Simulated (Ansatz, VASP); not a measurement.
# LiCaF3: VASP beside Ansatz

```xyz
5
Lattice="3.7612 0.0000 0.0000 0.0000 3.7612 0.0000 0.0000 0.0000 3.7612" Properties=species:S:1:pos:R:3 pbc="T T T"
Li    1.8806    1.8806    1.8806
Ca    0.0000    0.0000    0.0000
F     0.0500    1.8806    1.8806
F     1.9306    1.8806    0.0000
F     1.9306    0.0000    1.8806
```

Change from the starting cell: all F atoms moved -0.050 Å, as atom 3 towards its neighbour atom 1 (Li) at 1.881 Å.

Alike in both runs: task single point; functional LDA; k mesh 6 × 6 × 6; occupations gaussian, width 0.05 eV; no spin polarisation.

|  | VASP | Ansatz |
| --- | --- | --- |
| version | VASP 6.6.1 | Ansatz 0.2.0 |
| potentials or method | VASP PAW LDA potentials, release 64 (Li_sv, Ca_sv, F), cutoff 520 eV | scalar-relativistic, plane waves, PAW |
| valence electrons in the cell | 34 | 34 |

```tsv
	VASP	Ansatz	Ansatz less VASP
gap on the k mesh at the Fermi level (eV)	6.35	6.37	+0.018
least direct gap on the mesh (eV)	6.47	6.49	+0.016
rms of the force components (eV/Å)	0.082	0.081	-0.0007
```

LDA's correlation is that of Perdew and Zunger in VASP and of Perdew and Wang (1992) in Ansatz. Atom by atom the forces differ by 0.002 eV/Å (rms over components).

Noted on VASP's run: the cutoff is under 1.25 times that of the potentials, so the pressure is a little rough.
